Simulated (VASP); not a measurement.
# BaTiO3 (R3m) in VASP: further runs

Runs on BaTiO3. Level: PBEsol+U. Tasks: single point.

Program: VASP 6.6.1. These are calculated values, not measurements. Logs are shortened: lines on timing, memory, paths and dates and some standing lists are left out, and cuts for length are marked.

### 1 The cell of the first run

The structure is trigonal, space group R3m (No. 160). Conventional cell: a = 5.655 Å, b = 5.655 Å, c = 6.955 Å, α = 90.00°, β = 90.00°, γ = 120.00°. Within 3.7 Å of Ba (site symmetry 3m) lie 12 O at 2.79 to 2.89 Å and 8 Ti at 3.37 to 3.59 Å. Within 2.5 Å of Ti (site symmetry 3m) lie 6 O at 1.87 to 2.14 Å. O (site symmetry m) has 2 Ti at 1.87 to 2.14 Å within 2.5 Å.

### 2 Single point, PBEsol+U

Contents of INCAR:

```
SYSTEM = BaTiO3
PREC = Accurate ; ENCUT = 600
EDIFF = 1E-6 ; ISMEAR = -1
SIGMA = 0.02 ; LREAL = .FALSE.
LASPH = .TRUE. ; NELM = 200
ALGO = Normal ; ISIF = 2
LWAVE = .FALSE. ; LCHARG = .TRUE.
LMAXMIX = 4 ; LDAU = .TRUE.
LDAUTYPE = 2 ; LDAUL = -1 2 -1
LDAUU = 0 1 0 ; LDAUJ = 0 0 0
LDAUPRINT = 1 ; GGA = PS
LELF = .TRUE. ; LVHAR = .TRUE.
NBANDS = 28 ; GGA_COMPAT = .FALSE.
```

Contents of KPOINTS:

```
regular mesh
0
G
  6 6 6
  0 0 0
```

Contents of POSCAR:

```
BaTiO3
1.0
    2.8273666100      1.6323808700      2.3183934900
   -2.8273666100      1.6323808700      2.3183934900
    0.0000000000     -3.2647617400      2.3183934900
Ba Ti O
1 1 3
Direct
    0.0000000000      0.0000000000      0.0000000000
    0.4845000000      0.4845000000      0.4845000000
    0.5086000000      0.5086000000      0.0175000000
    0.0175000000      0.5086000000      0.5086000000
    0.5086000000      0.0175000000      0.5086000000
```

Potentials or basis: VASP PAW PBE potentials, release 64 (Ba_sv, Ti_sv, O).

Run with:

```console
> cat potpaw_PBE.64/Ba_sv/POTCAR potpaw_PBE.64/Ti_sv/POTCAR potpaw_PBE.64/O/POTCAR > POTCAR
> mpirun -np 1 vasp_std > vasp.out
```

OUTCAR:

```text
SYSTEM = BaTiO3
   PREC = Accurate
   ENCUT = 600
   EDIFF = 1E-6
   ISMEAR = -1
   LREAL = .FALSE.
   LASPH = .TRUE.
   NELM = 200
   ISIF = 2
   GGA = PS

 ion  position               nearest neighbor table
   1  0.000  0.000  0.000-   3 2.79   4 2.79   5 2.79   4 2.83   5 2.83   5 2.83   4 2.83   3 2.83
                             3 2.83   3 2.89   4 2.89   5 2.89   2 3.37   2 3.43   2 3.43   2 3.43
   2  0.484  0.484  0.484-   3 1.87   4 1.87   5 1.87   3 2.14   4 2.14   5 2.14   1 3.37   1 3.43
                             1 3.43   1 3.43   1 3.50   1 3.50   1 3.50   1 3.59
   3  0.509  0.509  0.017-   2 1.87   2 2.14   1 2.79   1 2.83   1 2.83   1 2.89
   4  0.017  0.509  0.509-   2 1.87   2 2.14   1 2.79   1 2.83   1 2.83   1 2.89
   5  0.509  0.017  0.509-   2 1.87   2 2.14   1 2.79   1 2.83   1 2.83   1 2.89

  LATTYP: Found a trigonal (rhomboedric) cell.
 ALAT       =     4.0041999983
 COS(alpha) =     0.0028448809

  Lattice vectors:

 A1 = (   2.8273666100,   1.6323808700,   2.3183934900)
 A2 = (  -2.8273666100,   1.6323808700,   2.3183934900)
 A3 = (   0.0000000000,  -3.2647617400,   2.3183934900)

Analysis of symmetry for initial positions (statically):
=====================================================================
 Subroutine PRICEL returns:
 Original cell was already a primitive cell.

 Routine SETGRP: Setting up the symmetry group for a
 trigonal (rhombohedral) supercell.

 Subroutine GETGRP returns: Found  6 space group operations
 (whereof  6 operations were pure point group operations)
 out of a pool of 12 trial point group operations.

The static configuration has the point symmetry C_3v.

Analysis of symmetry for dynamics (positions and initial velocities):
=====================================================================
 Subroutine PRICEL returns:
 Original cell was already a primitive cell.

 Routine SETGRP: Setting up the symmetry group for a
 trigonal (rhombohedral) supercell.

 Subroutine GETGRP returns: Found  6 space group operations
 (whereof  6 operations were pure point group operations)
 out of a pool of 12 trial point group operations.

The dynamic configuration has the point symmetry C_3v.

 Subroutine INISYM returns: Found  6 space group operations
 (whereof  6 operations are pure point group operations),
 and found     1 'primitive' translations

----------------------------------------------------------------------------------------

                                     Primitive cell

  volume of cell :      64.2010

  direct lattice vectors                    reciprocal lattice vectors
     2.827366610  1.632380870  2.318393490     0.176843002  0.102100355  0.143777721
    -2.827366610  1.632380870  2.318393490    -0.176843002  0.102100355  0.143777721
     0.000000000 -3.264761740  2.318393490     0.000000000 -0.204200710  0.143777721

  length of vectors
     4.004199998  4.004199998  4.004199994     0.249739791  0.249739791  0.249739791

  position of ions in fractional coordinates (direct lattice)
     0.000000000  0.000000000  0.000000000
     0.484500000  0.484500000  0.484500000
     0.508600000  0.508600000  0.017500000
     0.017500000  0.508600000  0.508600000
     0.508600000  0.017500000  0.508600000

  ion indices of the primitive-cell ions
   primitive index   ion index
                 1           1
                 2           2
                 3           3
                 4           4
                 5           5

----------------------------------------------------------------------------------------

 KPOINTS: regular mesh

Automatic generation of k-mesh.
 Grid dimensions read from file:
 generate k-points for:    6    6    6

 Generating k-lattice:

  Cartesian coordinates                     Fractional coordinates (reciprocal lattice)
     0.029473834  0.017016726  0.023962954     0.166666667  0.000000000  0.000000000
    -0.029473834  0.017016726  0.023962954     0.000000000  0.166666667  0.000000000
     0.000000000 -0.034033452  0.023962954     0.000000000  0.000000000  0.166666667

  Length of vectors
     0.041623298  0.041623298  0.041623299

  Shift w.r.t. Gamma in fractional coordinates (k-lattice)
     0.000000000  0.000000000  0.000000000

 Subroutine IBZKPT returns following result:
 ===========================================

 Found     32 irreducible k-points:

 Following reciprocal coordinates:
            Coordinates               Weight
  0.000000  0.000000  0.000000      1.000000
  0.166667 -0.000000  0.000000      6.000000
  0.333333 -0.000000  0.000000      6.000000
  0.500000  0.000000  0.000000      3.000000
  0.166667  0.166667  0.000000      6.000000
  0.333333  0.166667 -0.000000     12.000000
[... 16 lines left out ...]
  0.500000  0.500000  0.166667      6.000000
 -0.333333  0.500000  0.166667     12.000000
 [... further k-points ...]
   k-points           NKPTS =     32   k-points in BZ     NKDIM =     32   number of bands    NBANDS=     28
   number of dos      NEDOS =    301   number of ions     NIONS =      5
   total plane-waves  NPLWV =  32768
   dimension x,y,z NGX =    32 NGY =   32 NGZ =   32
   dimension x,y,z NGXF=    64 NGYF=   64 NGZF=   64
   ions per type =               1   1   3
   NGX,Y,Z   is equivalent  to a cutoff of  13.29, 13.29, 13.29 a.u.
   NGXF,Y,Z  is equivalent  to a cutoff of  26.57, 26.57, 26.57 a.u.
 SYSTEM =  BaTiO3
   PREC   = accura    normal or accurate (medium, high low for compatibility)
   ISTART =      0    job   : 0-new  1-cont  2-samecut
   ICHARG =      2    charge: 1-file 2-atom 10-const
   ISPIN  =      1    spin polarized calculation?
   LNONCOLLINEAR =      F non collinear calculations
   LSORBIT =      F    spin-orbit coupling
   LASPH  =      T    aspherical Exc in radial PAW
   ENCUT  =  600.0 eV  44.10 Ry    6.64 a.u.   8.00  8.00  8.00*2*pi/ulx,y,z
   NELM   =    200;   NELMIN=  2; NELMDL= -5     # of ELM steps
   EDIFF  = 0.1E-05   stopping-criterion for ELM
   LREAL  =      F    real-space projection
   EDIFFG = 0.1E-04   stopping-criterion for IOM
   NSW    =      0    number of steps for IOM
   IBRION =     -1    ionic relax: 0-MD 1-quasi-New 2-CG
   NFREE  =      0    steps in history (QN), initial steepest desc. (CG)
   ISIF   =      2    stress and relaxation
   ISYM   =      2    0-nonsym 1-usesym 2-fastsym
   POTIM  = 0.5000    time-step for ionic-motion
   TEBEG  =    0.0;   TEEND  =   0.0 temperature during run
   PSTRESS=    0.0 pullay stress
   NELECT =      40.0000    total number of electrons
   NUPDOWN=      -1.0000    fix difference up-down
   EMIN   =  10.00;   EMAX   =-10.00  energy-range for DOS
   EFERMI =   0.00;   METHOD = LEGACY
   ISMEAR =    -1;   SIGMA  =   0.02  broadening in eV -4-tet -1-fermi 0-gaus
   EFERMI_NEDOS =   21; number of points for ismear=-14 and -15
   IALGO  =     38    algorithm
   IMIX   =      4    mixing-type and parameters
     AMIX     =   0.40;   BMIX     =  1.00
     AMIX_MAG =   1.60;   BMIX_MAG =  1.00
  volume/ion in A,a.u.               =      12.84        86.65
  Fermi-wavevector in a.u.,A,eV,Ry     =   1.398237  2.642285 26.600301  1.955067
  Thomas-Fermi vector in A             =   2.521415
   LORBIT       =      0    0 simple, 1 ext, 2 COOP (PROOUT), +10 PAW based schemes
 LDA+U is selected, type is set to LDAUTYPE =  2
   angular momentum for each species LDAUL =    -1    2   -1
   U (eV)           for each species LDAUU =   0.0  1.0  0.0
   J (eV)           for each species LDAUJ =   0.0  0.0  0.0
   GGA     = PS    functional components
   LHFCALC =     F    Hartree Fock is set to
   AEXX    =    0.0000 exact exchange contribution
   IVDW    =     0    specifies the selected vdW correction
   LEPSILON=     F    determine dielectric tensor
   LRPA    =     F    only Hartree local field effects (RPA)
 non-spin polarized calculation
  energy-cutoff  :      600.00
  volume of cell :       64.20
 maximum number of plane-waves:      2176
   NGX = 15   NGY = 15   NGZ = 15

atom =   2  type =  2  l = 2

 onsite density matrix

spin component  1

  0.1791 -0.0000 -0.0000  0.0613 -0.0000
 -0.0000  0.2056 -0.0000 -0.0000  0.0613
 -0.0000 -0.0000  0.1286  0.0000 -0.0000
  0.0613 -0.0000  0.0000  0.2056  0.0000
 -0.0000  0.0613 -0.0000  0.0000  0.1791

spin component  2

  0.1791 -0.0000 -0.0000  0.0613 -0.0000
 -0.0000  0.2056 -0.0000 -0.0000  0.0613
 -0.0000 -0.0000  0.1286  0.0000 -0.0000
  0.0613 -0.0000  0.0000  0.2056  0.0000
 -0.0000  0.0613 -0.0000  0.0000  0.1791

 occupancies and eigenvectors

  o =  0.1286  v =  0.0000 -0.0000  1.0000  0.0000  0.0000  0.0000  0.0000  0.0000  0.0000  0.0000      0.0000  0.0000  0.0000  0.0000  0.0000  0.0000  0.0000  0.0000  0.0000  0.0000
  o =  0.1286  v =  0.0000  0.0000  0.0000  0.0000  0.0000  0.0000 -0.0000  1.0000  0.0000  0.0000      0.0000  0.0000  0.0000  0.0000  0.0000  0.0000  0.0000  0.0000  0.0000  0.0000
  o =  0.1296  v =  0.0000 -0.6279 -0.0000  0.0000  0.7783  0.0000  0.0000  0.0000  0.0000  0.0000      0.0000  0.0000  0.0000  0.0000  0.0000  0.0000  0.0000  0.0000  0.0000  0.0000
  o =  0.1296  v =  0.0000  0.0000  0.0000  0.0000  0.0000  0.0000 -0.6279 -0.0000  0.0000  0.7783      0.0000  0.0000  0.0000  0.0000  0.0000  0.0000  0.0000  0.0000  0.0000  0.0000
  o =  0.1296  v =  0.0000  0.0000  0.0000  0.0000  0.0000 -0.7783  0.0000 -0.0000  0.6279 -0.0000      0.0000  0.0000  0.0000  0.0000  0.0000  0.0000  0.0000  0.0000  0.0000  0.0000
  o =  0.1296  v = -0.7783  0.0000 -0.0000  0.6279 -0.0000  0.0000  0.0000  0.0000  0.0000  0.0000      0.0000  0.0000  0.0000  0.0000  0.0000  0.0000  0.0000  0.0000  0.0000  0.0000
  o =  0.2551  v =  0.0000 -0.7783  0.0000  0.0000 -0.6279  0.0000  0.0000  0.0000  0.0000  0.0000      0.0000  0.0000  0.0000  0.0000  0.0000  0.0000  0.0000  0.0000  0.0000  0.0000
  o =  0.2551  v =  0.0000  0.0000  0.0000  0.0000  0.0000  0.0000 -0.7783  0.0000  0.0000 -0.6279      0.0000  0.0000  0.0000  0.0000  0.0000  0.0000  0.0000  0.0000  0.0000  0.0000
  o =  0.2551  v =  0.0000  0.0000  0.0000  0.0000  0.0000  0.6279  0.0000 -0.0000  0.7783 -0.0000      0.0000  0.0000  0.0000  0.0000  0.0000  0.0000  0.0000  0.0000  0.0000  0.0000
  o =  0.2551  v =  0.6279  0.0000 -0.0000  0.7783 -0.0000  0.0000  0.0000  0.0000  0.0000  0.0000      0.0000  0.0000  0.0000  0.0000  0.0000  0.0000  0.0000  0.0000  0.0000  0.0000

 number of electron      39.9999996 magnetization

 Free energy of the ion-electron system (eV)
  ---------------------------------------------------
  ext. energy  EPLUGINS =         0.00000000
  ---------------------------------------------------
  free energy    TOTEN  =       -41.28822113 eV

  energy without entropy =      -41.28822113  energy(sigma->0) =      -41.28822113

 E-fermi :   4.1904     XC(G=0): -11.4947

 val. band max:        3.6562490766   @ k =   0.5000   0.5000   0.5000
 cond. band min:       6.0863035486   @ k =   0.0000   0.0000   0.0000
 fundamental gap:      2.4300544719
 Fermi energy:         4.1903524064

 k-point     1 :       0.0000    0.0000    0.0000
  band No.  band energies     occupation
      1     -52.6332      2.00000
      2     -28.9912      2.00000
      3     -28.9912      2.00000
      4     -28.9883      2.00000
      5     -21.0959      2.00000
      6     -13.1073      2.00000
[... 20 lines left out ...]
     27       8.5823      0.00000
     28      10.8081      0.00000

 k-point     2 :       0.1667   -0.0000    0.0000
  band No.  band energies     occupation
      1     -52.6329      2.00000
      2     -29.0037      2.00000
      3     -28.9907      2.00000
      4     -28.9886      2.00000
      5     -21.0661      2.00000
      6     -13.1295      2.00000
[... 20 lines left out ...]
     27       9.1203      0.00000
     28      11.4739      0.00000

 k-point     3 :       0.3333   -0.0000    0.0000
  band No.  band energies     occupation
      1     -52.6324      2.00000
      2     -29.0299      2.00000
      3     -28.9897      2.00000
      4     -28.9876      2.00000
      5     -21.0053      2.00000
      6     -13.2558      2.00000
[... 616 lines left out ...]
      3     -29.0376      2.00000
      4     -28.9988      2.00000
      5     -20.8799      2.00000
      6     -12.6100      2.00000
[... 20 lines left out ...]
     27      12.1407      0.00000
     28      12.4694      0.00000

 k-point    24 :      -0.3333    0.5000    0.1667
  band No.  band energies     occupation
      1     -52.6311      2.00000
      2     -29.0396      2.00000
      3     -29.0259      2.00000
      4     -28.9992      2.00000
      5     -20.8989      2.00000
      6     -12.7969      2.00000
[... 20 lines left out ...]
     27      11.7776      0.00000
     28      12.2461      0.00000

 [... further k-points ...]

------------------------ aborting loop because EDIFF is reached ----------------------------------------

  FORCE on cell =-STRESS in cart. coord.  units (eV):
  Direction    XX          YY          ZZ          XY          YZ          ZX
  --------------------------------------------------------------------------------------
  -------------------------------------------------------------------------------------
  Total        0.5998554      0.5998554      0.4721375      0.0000000      0.0000000      0.0000000
  in kB       14.9697696     14.9697695     11.7824905      0.0000000      0.0000000      0.0000000
  external PRESSURE =      13.9073432 kB  Pullay stress =       0.0000000 kB

 VOLUME and BASIS-vectors are now :
 -----------------------------------------------------------------------------
  energy-cutoff  :      600.00
  volume of cell :       64.20
      direct lattice vectors                 reciprocal lattice vectors
     2.827366610  1.632380870  2.318393490     0.176843002  0.102100355  0.143777721
    -2.827366610  1.632380870  2.318393490    -0.176843002  0.102100355  0.143777721
     0.000000000 -3.264761740  2.318393490     0.000000000 -0.204200710  0.143777721

 POSITION                                       TOTAL-FORCE (eV/Angst)
 -----------------------------------------------------------------------------------
      0.00000      0.00000      0.00000         0.000000      0.000000     -0.130841
      0.00000      0.00000      3.36978         0.000000      0.000000      0.394501
      0.00000      1.60332      2.39884         0.000000      0.207828     -0.087887
     -1.38852     -0.80166      2.39884        -0.179984     -0.103914     -0.087887
      1.38852     -0.80166      2.39884         0.179984     -0.103914     -0.087887
 -----------------------------------------------------------------------------------
    total drift:                               -0.000000     -0.000001      0.000467

  FREE ENERGIE OF THE ION-ELECTRON SYSTEM (eV)
  ---------------------------------------------------
  free  energy   TOTEN  =       -41.2882211346 eV

  energy  without entropy=      -41.2882211346  energy(sigma->0) =      -41.28822113
```

Run time: 92 s. Hardware: 1 thread of Intel Xeon 8259CL, shared host; peak memory 0.22 GiB.

What came out:

| Quantity | Value |
| --- | --- |
| Free energy | -41.2882 eV |
| Pressure | 1.4 GPa |
| Largest force | 0.395 eV/Å |
| Band gap on the k mesh | 2.43 eV (least direct gap 2.83 eV) |

Forces on the atoms (eV/Å):
```
Ba   0.000  0.000 -0.131
Ti   0.000  0.000  0.395
O    0.000  0.208 -0.088
O   -0.180 -0.104 -0.088
O    0.180 -0.104 -0.088
```

Stress tensor (GPa, compression positive):
```
1.50 0.00 0.00
0.00 1.50 0.00
0.00 0.00 1.18
```

Levels at points of the mesh, in eV from the valence-band top:
```
           k point  band 16  band 17  band 18  band 19  band 20  band 21  band 22  band 23  band 24  band 25
(0.00, 0.00, 0.00)    -1.32    -1.09    -0.53    -0.40    -0.40     2.43     2.43     2.57     4.51     4.51
(0.50, 0.00, 0.00)    -2.12    -1.70    -1.65    -0.98    -0.85     2.62     3.88     3.98     4.48     6.16
(0.50, 0.50, 0.00)    -2.74    -1.68    -0.90    -0.86    -0.10     3.96     3.96     4.29     5.06     7.76
(0.50, 0.50, 0.50)    -2.38    -2.34    -0.02    -0.02     0.00     4.43     4.59     4.59     6.51     6.51
```

Eigenvalues of the final occupation matrices:
```tsv
site	spin	trace	eigenvalues
site 2 d	1	0.90	0.13 0.13 0.13 0.26 0.26
site 2 d	2	0.90	0.13 0.13 0.13 0.26 0.26
```

Caveat: the PAW data sets were made with another functional, which shifts forces and pressure a little; spin-orbit coupling is left out, which moves the levels of the heavy elements. A k mesh can miss the band edges.

### 3 Single point, PBEsol+U

Contents of INCAR:

```
PREC = Accurate ; ENCUT = 600
EDIFF = 1E-6 ; ISMEAR = -1
SIGMA = 0.02 ; LREAL = F
LASPH = T ; NELM = 200
ALGO = Normal ; ISIF = 2
LWAVE = F ; LCHARG = F
LMAXMIX = 4 ; LDAU = T
LDAUTYPE = 2 ; LDAUL = -1 2 -1
LDAUU = 0 3 0 ; LDAUJ = 0 0 0
LDAUPRINT = 1 ; GGA = PS
NBANDS = 28 ; GGA_COMPAT = F
```

Contents of KPOINTS:

```
Automatic mesh
0
Gamma
  6 6 6
```

POSCAR is that of step 2.

Potentials or basis: VASP PAW PBE potentials, release 64 (Ba_sv, Ti_sv, O).

Run with:

```console
> cat potpaw_PBE.64/Ba_sv/POTCAR potpaw_PBE.64/Ti_sv/POTCAR potpaw_PBE.64/O/POTCAR > POTCAR
> mpirun -np 1 vasp_std > vasp.out
```

It took 92 s on 1 thread of Intel Xeon 8259CL, shared host; peak memory 0.22 GiB.

Results (log left out):

* Free energy: -39.8796 eV
* Pressure: 3.0 GPa
* Largest force: 0.924 eV/Å
* Band gap on the k mesh: 2.63 eV (least direct gap 3.04 eV)

Forces in eV/Å, atoms in the order of the input:
```
Ba   0.000  0.000 -0.141
Ti   0.000  0.000  0.924
O    0.000  0.446 -0.261
O   -0.386 -0.223 -0.261
O    0.386 -0.223 -0.261
```

Stress tensor (GPa, compression positive):
```
3.21 0.00 0.00
0.00 3.21 0.00
0.00 0.00 2.60
```

Levels at points of the mesh, in eV from the valence-band top:
```tsv
k point	band 18	band 19	band 20	band 21	band 22	band 23
(0.00, 0.00, 0.00)	-0.51	-0.41	-0.41	2.63	2.63	2.75
(0.50, 0.00, 0.00)	-1.63	-0.98	-0.88	2.84	4.09	4.19
(0.50, 0.50, 0.00)	-0.91	-0.87	-0.10	4.17	4.18	4.52
(0.50, 0.50, 0.50)	-0.02	-0.02	0.00	4.65	4.80	4.80
```

Eigenvalues of the final occupation matrices:
```csv
site,spin,trace,eigenvalues
site 2 d,1,0.86,0.12 0.12 0.12 0.25 0.25
site 2 d,2,0.86,0.12 0.12 0.12 0.25 0.25
```

Caveat: the cell stands under pressure; the PAW data sets were made with another functional, which shifts forces and pressure a little; spin-orbit coupling is left out, which moves the levels of the heavy elements. A k mesh can miss the band edges.
